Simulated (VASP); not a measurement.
# TiTe2 (P-3m1) in VASP: settings compared

TiTe2 is run at these levels: r2SCAN, PBE, PBEsol; tasks: single point, relaxation of cell and atoms.

Program: VASP 6.6.1. These are calculated values, not measurements. Logs are shortened: lines on timing, memory, paths and dates and some standing lists are left out, and cuts for length are marked.

## (1) The cell of the first run

The structure is trigonal, space group P-3m1 (No. 164). Conventional cell: a = 3.806 Å, b = 3.806 Å, c = 6.842 Å, α = 90.00°, β = 90.00°, γ = 120.00°. Ti (site symmetry -3m) has 6 Te at 2.78 Å and 6 Ti at 3.81 Å within 3.9 Å. Te (site symmetry 3m) has 3 Ti at 2.78 Å and 12 Te at 3.81 to 4.09 Å within 4.1 Å.

## (2) Single point, r2SCAN

Input file POSCAR:

```
TiTe2
1.0
    3.8060080600      0.0000000000      0.0000000000
   -1.9030040300      3.2960996700      0.0000000000
    0.0000000000      0.0000000000      6.8419517700
Ti Te
1 2
Direct
    0.0000000000      0.0000000000      0.0000000000
    0.6666666700      0.3333333300      0.2478209800
    0.3333333300      0.6666666700      0.7521790200
```

Input file INCAR.step1:

```
SYSTEM = TiTe2
PREC = Accurate
ENCUT = 520
ISMEAR = -1
SIGMA = 0.1
LREAL = .False.
LASPH = .True.
NELM = 80
NBANDS = 19
GGA = PE
ALGO = Normal
EDIFF = 1E-4
LWAVE = .True.
LCHARG = .False.
```

Input file INCAR.step2:

```
SYSTEM = TiTe2
PREC = Accurate
ENCUT = 520
EDIFF = 1E-6
ISMEAR = -1
SIGMA = 0.1
LREAL = .False.
LASPH = .True.
NELM = 80
ALGO = Normal
ISIF = 2
LWAVE = .False.
LCHARG = .False.
METAGGA = R2SCAN
LMIXTAU = .True.
NBANDS = 19
ISTART = 1
```

Input file KPOINTS:

```
regular mesh
0
Gamma
  10 10 5
  0 0 0
```

Potentials or basis: VASP PAW PBE potentials, release 64 (Ti_sv, Te).

Launch:

```
$ cat potpaw_PBE.64/Ti_sv/POTCAR potpaw_PBE.64/Te/POTCAR > POTCAR
$ cp INCAR.step1 INCAR
$ mpirun -np 1 vasp_std > vasp.out
$ cp INCAR.step2 INCAR
$ mpirun -np 1 vasp_std > vasp.out
```

OUTCAR:

```text
SYSTEM = TiTe2
   PREC = Accurate
   ENCUT = 520
   EDIFF = 1E-6
   ISMEAR = -1
   LREAL = .False.
   LASPH = .True.
   NELM = 80
   ISIF = 2
   METAGGA = R2SCAN
   ISTART = 1

 ion  position               nearest neighbor table
   1  0.000  0.000  0.000-   2 2.78   3 2.78   2 2.78   3 2.78   2 2.78   3 2.78
   2  0.667  0.333  0.248-   1 2.78   1 2.78   1 2.78
   3  0.333  0.667  0.752-   1 2.78   1 2.78   1 2.78

  LATTYP: Found a hexagonal cell.
 ALAT       =     3.8060080600
 C/A-ratio  =     1.7976713822

  Lattice vectors:

 A1 = (   3.8060080600,   0.0000000000,   0.0000000000)
 A2 = (  -1.9030040300,   3.2960996700,   0.0000000000)
 A3 = (   0.0000000000,   0.0000000000,   6.8419517700)

Analysis of symmetry for initial positions (statically):
=====================================================================
 Subroutine PRICEL returns:
 Original cell was already a primitive cell.

 Routine SETGRP: Setting up the symmetry group for a
 hexagonal supercell.

 Subroutine GETGRP returns: Found 12 space group operations
 (whereof 12 operations were pure point group operations)
 out of a pool of 24 trial point group operations.

The static configuration has the point symmetry D_3d.

Analysis of symmetry for dynamics (positions and initial velocities):
=====================================================================
 Subroutine PRICEL returns:
 Original cell was already a primitive cell.

 Routine SETGRP: Setting up the symmetry group for a
 hexagonal supercell.

 Subroutine GETGRP returns: Found 12 space group operations
 (whereof 12 operations were pure point group operations)
 out of a pool of 24 trial point group operations.

The dynamic configuration has the point symmetry D_3d.

 Subroutine INISYM returns: Found 12 space group operations
 (whereof 12 operations are pure point group operations),
 and found     1 'primitive' translations

----------------------------------------------------------------------------------------

                                     Primitive cell

  volume of cell :      85.8322

  direct lattice vectors                    reciprocal lattice vectors
     3.806008060  0.000000000  0.000000000     0.262742481  0.151694442  0.000000000
    -1.903004030  3.296099670  0.000000000     0.000000000  0.303388884  0.000000000
     0.000000000  0.000000000  6.841951770     0.000000000  0.000000000  0.146157125

  length of vectors
     3.806008060  3.806008063  6.841951770     0.303388884  0.303388884  0.146157125

  position of ions in fractional coordinates (direct lattice)
     0.000000000  0.000000000  0.000000000
     0.666666670  0.333333330  0.247820980
     0.333333330  0.666666670  0.752179020

  ion indices of the primitive-cell ions
   primitive index   ion index
                 1           1
                 2           2
                 3           3

----------------------------------------------------------------------------------------

 KPOINTS: regular mesh

Automatic generation of k-mesh.
 Grid dimensions read from file:
 generate k-points for:   10   10    5

 Generating k-lattice:

  Cartesian coordinates                     Fractional coordinates (reciprocal lattice)
     0.026274248  0.015169444  0.000000000     0.100000000  0.000000000  0.000000000
     0.000000000  0.030338888  0.000000000     0.000000000  0.100000000  0.000000000
     0.000000000  0.000000000  0.029231425     0.000000000  0.000000000  0.200000000

  Length of vectors
     0.030338888  0.030338888  0.029231425

  Shift w.r.t. Gamma in fractional coordinates (k-lattice)
     0.000000000  0.000000000  0.000000000

 Subroutine IBZKPT returns following result:
 ===========================================

 Found     58 irreducible k-points:

 Following reciprocal coordinates:
            Coordinates               Weight
  0.000000  0.000000  0.000000      1.000000
  0.100000 -0.000000  0.000000      6.000000
  0.200000 -0.000000  0.000000      6.000000
  0.300000  0.000000  0.000000      6.000000
  0.400000  0.000000  0.000000      6.000000
  0.500000  0.000000  0.000000      3.000000
[... 16 lines left out ...]
  0.000000  0.400000  0.200000      6.000000
  0.500000  0.000000  0.200000      6.000000
 [... further k-points ...]
   k-points           NKPTS =     58   k-points in BZ     NKDIM =     58   number of bands    NBANDS=     19
   number of dos      NEDOS =    301   number of ions     NIONS =      3
   total plane-waves  NPLWV =  42336
   dimension x,y,z NGX =    28 NGY =   28 NGZ =   54
   dimension x,y,z NGXF=    56 NGYF=   56 NGZF=  108
   ions per type =               1   2
   NGX,Y,Z   is equivalent  to a cutoff of  12.23, 12.23, 13.12 a.u.
   NGXF,Y,Z  is equivalent  to a cutoff of  24.46, 24.46, 26.24 a.u.
 SYSTEM =  TiTe2
   PREC   = accura    normal or accurate (medium, high low for compatibility)
   ISTART =      1    job   : 0-new  1-cont  2-samecut
   ICHARG =      0    charge: 1-file 2-atom 10-const
[... 40 lines left out ...]
  ---------------------------------------------------
  ext. energy  EPLUGINS =         0.00000000
  ---------------------------------------------------
  free energy    TOTEN  =       -66.31026174 eV

  energy without entropy =      -66.27257473  energy(sigma->0) =      -66.29141824

 E-fermi :   5.9927     XC(G=0):  -9.9505

 val. band max:        5.9831932214   @ k =   0.1000  -0.0000   0.0000
 cond. band min:       6.0012142223   @ k =   0.1000  -0.0000   0.2000
 fundamental gap:      0.0180210009
 Fermi energy:         5.9926624630

 k-point     1 :       0.0000    0.0000    0.0000
  band No.  band energies     occupation
      1     -54.0875      2.00000
      2     -29.2932      2.00000
      3     -29.2932      2.00000
      4     -29.2514      2.00000
      5      -6.7315      2.00000
      6      -5.4287      2.00000
[... 11 lines left out ...]
     18      11.6750      0.00000
     19      12.2196      0.00000

 k-point     2 :       0.1000   -0.0000    0.0000
  band No.  band energies     occupation
      1     -54.0872      2.00000
      2     -29.2970      2.00000
      3     -29.2941      2.00000
      4     -29.2505      2.00000
      5      -6.6195      2.00000
      6      -5.3680      2.00000
[... 11 lines left out ...]
     18      12.3393      0.00000
     19      12.6557      0.00000

 k-point     3 :       0.2000   -0.0000    0.0000
  band No.  band energies     occupation
      1     -54.0865      2.00000
      2     -29.3070      2.00000
      3     -29.2964      2.00000
      4     -29.2481      2.00000
      5      -6.2987      2.00000
      6      -5.2031      2.00000
[... 11 lines left out ...]
     18      12.4103      0.00000
     19      13.0989      0.00000

 k-point     4 :       0.3000    0.0000    0.0000
  band No.  band energies     occupation
      1     -54.0856      2.00000
      2     -29.3193      2.00000
      3     -29.2992      2.00000
      4     -29.2451      2.00000
      5      -5.8237      2.00000
      6      -4.9922      2.00000
[... 11 lines left out ...]
     18      11.8102      0.00000
     19      12.5248      0.00000

 k-point     5 :       0.4000    0.0000    0.0000
  band No.  band energies     occupation
      1     -54.0849      2.00000
      2     -29.3292      2.00000
      3     -29.3015      2.00000
      4     -29.2427      2.00000
      5      -5.3110      2.00000
      6      -4.8495      2.00000
[... 11 lines left out ...]
     18      11.6301      0.00000
     19      11.9005      0.00000
[... 334 lines left out ...]
      2     -29.3193      2.00000
      3     -29.2992      2.00000
      4     -29.2451      2.00000
      5      -5.7526      2.00000
      6      -5.0924      2.00000
[... 11 lines left out ...]
     18      11.5144      0.00000
     19      12.5448      0.00000

 k-point    22 :       0.4000    0.0000    0.2000
  band No.  band energies     occupation
      1     -54.0849      2.00000
      2     -29.3292      2.00000
      3     -29.3015      2.00000
      4     -29.2427      2.00000
      5      -5.3047      2.00000
      6      -4.8502      2.00000
[... 11 lines left out ...]
     18      11.0510      0.00000
     19      11.5966      0.00000

 k-point    23 :       0.0000    0.4000    0.2000
  band No.  band energies     occupation
      1     -54.0849      2.00000
      2     -29.3292      2.00000
      3     -29.3015      2.00000
      4     -29.2427      2.00000
      5      -5.2393      2.00000
      6      -4.9327      2.00000
[... 11 lines left out ...]
     18      10.8719      0.00000
     19      12.0464      0.00000

 k-point    24 :       0.5000    0.0000    0.2000
  band No.  band energies     occupation
      1     -54.0847      2.00000
      2     -29.3330      2.00000
      3     -29.3023      2.00000
      4     -29.2418      2.00000
      5      -4.9921      2.00000
      6      -4.8775      2.00000
[... 11 lines left out ...]
     18      10.9159      0.00000
     19      11.6909      0.00000

 [... further k-points ...]

------------------------ aborting loop because EDIFF is reached ----------------------------------------

  FORCE on cell =-STRESS in cart. coord.  units (eV):
  Direction    XX          YY          ZZ          XY          YZ          ZX
  --------------------------------------------------------------------------------------
  -------------------------------------------------------------------------------------
  Total        0.0516026      0.0516026      0.0363914      0.0000000     -0.0000000      0.0000000
  in kB        0.9632339      0.9632339      0.6792967      0.0000000     -0.0000000      0.0000000
  external PRESSURE =       0.8685882 kB  Pullay stress =       0.0000000 kB

 VOLUME and BASIS-vectors are now :
 -----------------------------------------------------------------------------
  energy-cutoff  :      520.00
  volume of cell :       85.83
      direct lattice vectors                 reciprocal lattice vectors
     3.806008060  0.000000000  0.000000000     0.262742481  0.151694442  0.000000000
    -1.903004030  3.296099670  0.000000000     0.000000000  0.303388884  0.000000000
     0.000000000  0.000000000  6.841951770     0.000000000  0.000000000  0.146157125

 POSITION                                       TOTAL-FORCE (eV/Angst)
 -----------------------------------------------------------------------------------
      0.00000      0.00000      0.00000        -0.000000      0.000000      0.000000
      1.90300      1.09870      1.69558        -0.000000      0.000000      0.013560
     -0.00000      2.19740      5.14637         0.000000     -0.000000     -0.013560
 -----------------------------------------------------------------------------------
    total drift:                               -0.000000     -0.000000     -0.000000

  FREE ENERGIE OF THE ION-ELECTRON SYSTEM (eV)
  ---------------------------------------------------
  free  energy   TOTEN  =       -66.3102617447 eV

  energy  without entropy=      -66.2725747259  energy(sigma->0) =      -66.29141824
```

Wall time 7.7 min (1 thread of Intel Xeon 8259CL, shared host); peak memory 0.27 GiB.

Results:

| Quantity | Value |
| --- | --- |
| Free energy | -66.3103 eV |
| Pressure | 0.1 GPa |
| Largest force | 0.014 eV/Å |
| Band gap on the k mesh | zero (bands 12 and 13 overlap by 0.49 eV) |

Forces in eV/Å, atoms in the order of the input:
```
Ti   0.000  0.000  0.000
Te   0.000  0.000  0.014
Te   0.000  0.000 -0.014
```

Caveat: the PAW data sets were made with another functional, which shifts forces and pressure a little; spin-orbit coupling is left out, which moves the levels of the heavy elements.

## (3) Relaxation of cell and atoms, PBE

This run uses another cell than the first one, of 26.76 Å³/atom.

Input file INCAR:

```
  PREC = Accurate
  ENCUT = 600
  EDIFF = 1E-7
  ISMEAR = -1
  SIGMA = 0.1
  LREAL = F
  LASPH = T
  NELM = 60
  ALGO = Normal
  ISIF = 3
  LWAVE = F
  LCHARG = F
  GGA = PE
  IBRION = 2
  NSW = 80
  EDIFFG = -0.01
```

Input file KPOINTS:

```
Automatic mesh
0
Gamma
  10 10 5
```

Input file POSCAR:

```
TiTe2
1.0
    3.7770000000      0.0000000000      0.0000000000
   -1.8885000000      3.2709779500      0.0000000000
    0.0000000000      0.0000000000      6.4980000000
Ti Te
1 2
Direct
    0.0000000000      0.0000000000      0.0000000000
    0.6666666700      0.3333333300      0.2628000000
    0.3333333300      0.6666666700      0.7372000000
```

Potentials or basis: VASP PAW PBE potentials, release 64 (Ti_sv, Te).

Launch:

```
$ cat potpaw_PBE.64/Ti_sv/POTCAR potpaw_PBE.64/Te/POTCAR > POTCAR
$ mpirun -np 1 vasp_std > vasp.out
```

Wall time 15 min (1 thread of Intel Xeon 8259CL, shared host); peak memory 0.29 GiB.

Results (log left out):

| Item | Value |
| --- | --- |
| Free energy | -16.2428 eV |
| Relaxed volume | 27.98 Å³/atom |
| Relaxed cell | a = 3.773 Å, b = 3.773 Å, c = 6.809 Å, α = 90.00°, β = 90.00°, γ = 120.00° |
| Space group after relaxing (to 0.1 Å) | P-3m1 (No. 164) |
| Energy gained by relaxing | 4.4 meV/atom |
| Ionic steps | 11 |
| Pressure after relaxing | 0.0 GPa |
| Band gap on the k mesh | zero (bands 12 and 13 overlap by 0.61 eV) |

Forces in eV/Å, atoms in the order of the input:
```
Ti   0.000  0.000  0.000
Te   0.000  0.000  0.002
Te   0.000  0.000 -0.002
```

The path:
| step | energy change (eV) | largest force (eV/Å) | pressure (GPa) | volume (Å³) |
| --- | --- | --- | --- | --- |
| 1 | 0.0000 | 0.0385 | 0.92 | 80.28 |
| 2 | -0.0032 | 0.1873 | -0.54 | 82.08 |
| 3 | -0.0042 | 0.1142 | -0.08 | 81.48 |
| 4 | -0.0060 | 0.1047 | -0.04 | 81.62 |
| 5 | -0.0097 | 0.0780 | 0.08 | 82.02 |
| 6 | -0.0104 | 0.0310 | 0.40 | 82.80 |
| 7 | -0.0110 | 0.0461 | 0.27 | 82.52 |
| 8 | -0.0124 | 0.0724 | -0.12 | 83.52 |
| 9 | -0.0124 | 0.0786 | -0.20 | 83.75 |
| 10 | -0.0132 | 0.0179 | 0.08 | 83.99 |
| 11 | -0.0132 | 0.0021 | 0.03 | 83.95 |

Final structure:
```xyz
3
Lattice="3.7733 0.0000 0.0000 -1.8866 3.2677 0.0000 0.0000 0.0000 6.8089" Properties=species:S:1:pos:R:3 pbc="T T T"
Ti    0.0000    0.0000    0.0000
Te    1.8866    1.0892    1.7274
Te    0.0000    2.1785    5.0816
```

Levels at points of the mesh, in eV from the Fermi level:
```tsv
k point	band 9	band 10	band 11	band 12	band 13	band 14	band 15	band 16
(0.00, 0.00, 0.00)	-1.57	0.13	0.34	0.42	0.42	1.11	1.11	3.16
(0.50, 0.00, 0.00)	-2.47	-2.33	-1.72	-0.93	0.02	1.17	1.50	2.46
```

Caveat: spin-orbit coupling is left out, which moves the levels of the heavy elements; this functional lacks dispersion, which binds the layers, so the pressure and a relaxed spacing across them are unreliable.

## (4) Relaxation of cell and atoms, PBEsol

This run uses another cell than the first one, of 26.76 Å³/atom.

Input file INCAR:

```
SYSTEM = TiTe2
ALGO     = Normal         ! electronic algorithm
EDIFF    = 1E-6           ! SCF threshold, eV
EDIFFG   = -0.01          ! ionic threshold
ENCUT    = 600            ! plane-wave cutoff, eV
GGA      = PS             ! functional
IBRION   = 2              ! ionic algorithm
ISIF     = 3              ! what is computed and relaxed
ISMEAR   = -1             ! smearing method
LASPH    = .TRUE.         ! aspherical terms in the spheres
LCHARG   = .FALSE.        ! write CHGCAR
LREAL    = .FALSE.        ! projectors in reciprocal space
LWAVE    = .FALSE.        ! write WAVECAR
NELM     = 60             ! most SCF steps
NSW      = 80             ! ionic steps
PREC     = Accurate       ! precision mode
SIGMA    = 0.1            ! smearing width, eV
```

Input file KPOINTS:

```
k-points
0
G
  10 10 5
  0 0 0
```

POSCAR is that of step 3.

Launch:

```
$ cat potpaw_PBE.64/Ti_sv/POTCAR potpaw_PBE.64/Te/POTCAR > POTCAR
$ mpirun -np 1 vasp_std > vasp.out
```

It took 16 min on 1 thread of Intel Xeon 8259CL, shared host; peak memory 0.3 GiB.

Results (log left out):

```
Free energy                           : -17.5656 eV
Relaxed volume                        : 25.40 Å³/atom
Relaxed cell                          : a = 3.700 Å, b = 3.700 Å, c = 6.428 Å, α = 90.00°, β = 90.00°, γ = 120.00°
Space group after relaxing (to 0.1 Å) : P-3m1 (No. 164)
Energy gained by relaxing             : 9.3 meV/atom
Ionic steps                           : 12
Pressure after relaxing               : 0.0 GPa
Band gap on the k mesh                : zero (bands 12 and 13 overlap by 0.76 eV)
```

Forces on the atoms (eV/Å):
```
Ti   0.000  0.000  0.000
Te   0.000  0.000  0.003
Te   0.000  0.000 -0.003
```

Step by step:
```tsv
step	energy change (eV)	largest force (eV/Å)	pressure (GPa)	volume (Å³)
1	0.0000	0.0941	-2.21	80.28
2	-0.0121	0.3987	1.55	76.07
3	-0.0197	0.2035	0.02	77.64
4	-0.0244	0.1313	-0.02	77.27
5	-0.0263	0.0178	-0.06	76.70
6	-0.0264	0.0409	-0.03	76.82
7	-0.0269	0.0314	-0.05	76.72
8	-0.0277	0.0026	-0.08	76.43
9	-0.0267	0.0599	-0.12	75.84
10	-0.0278	0.0088	-0.07	76.30
11	-0.0277	0.0296	0.20	76.01
12	-0.0279	0.0027	0.00	76.21
```

Final structure:
```
CELL_PARAMETERS angstrom
3.70001 0.00000 0.00000
-1.85001 3.20431 0.00000
0.00000 0.00000 6.42812
ATOMIC_POSITIONS crystal
Ti 0.00000 0.00000 0.00000
Te 0.66667 0.33333 0.26785
Te 0.33333 0.66667 0.73215
```

Levels at points of the mesh, in eV from the Fermi level:
```tsv
k point	band 10	band 11	band 12	band 13	band 14	band 15
(0.00, 0.00, 0.00)	0.26	0.46	0.46	0.66	1.30	1.30
(0.50, 0.00, 0.00)	-2.50	-1.71	-1.10	-0.02	1.30	1.65
```

Caveat: the PAW data sets were made with another functional, which shifts forces and pressure a little; spin-orbit coupling is left out, which moves the levels of the heavy elements; this functional lacks dispersion, which binds the layers, so the pressure and a relaxed spacing across them are unreliable.

## (5) Summary

| task | level | cell | cutoff (eV) | gap on the mesh (eV) | pressure (GPa) | relaxed volume (Å³/atom) |
| --- | --- | --- | --- | --- | --- | --- |
| single point | r2SCAN | a = 3.806, b = 3.806, c = 6.842 Å, angles 90.0, 90.0, 120.0°, 3 atoms, atomic positions A | 520 | none | 0.1 | - |
| relaxation of cell and atoms | PBE | relaxed from a = 3.777, b = 3.777, c = 6.498 Å, angles 90.0, 90.0, 120.0°, 3 atoms, atomic positions B | 600 | none | 0.0 | 27.98 |
| relaxation of cell and atoms | PBEsol | relaxed from a = 3.777, b = 3.777, c = 6.498 Å, angles 90.0, 90.0, 120.0°, 3 atoms, atomic positions B | 600 | none | 0.0 | 25.40 |

Alike in all rows: potentials or basis VASP PAW PBE potentials, release 64 (Ti_sv, Te); no spin polarisation; k mesh 10 × 10 × 5; smearing fermi-dirac 0.1 eV.

Caveats: spin-orbit coupling is left out, which moves the levels of the heavy elements; the PAW data sets were made with another functional, which shifts forces and pressure a little (at least some runs); this functional lacks dispersion, which binds the layers, so the pressure and a relaxed spacing across them are unreliable (at least some runs).

Absolute energies hang on the potentials; compare differences alone.
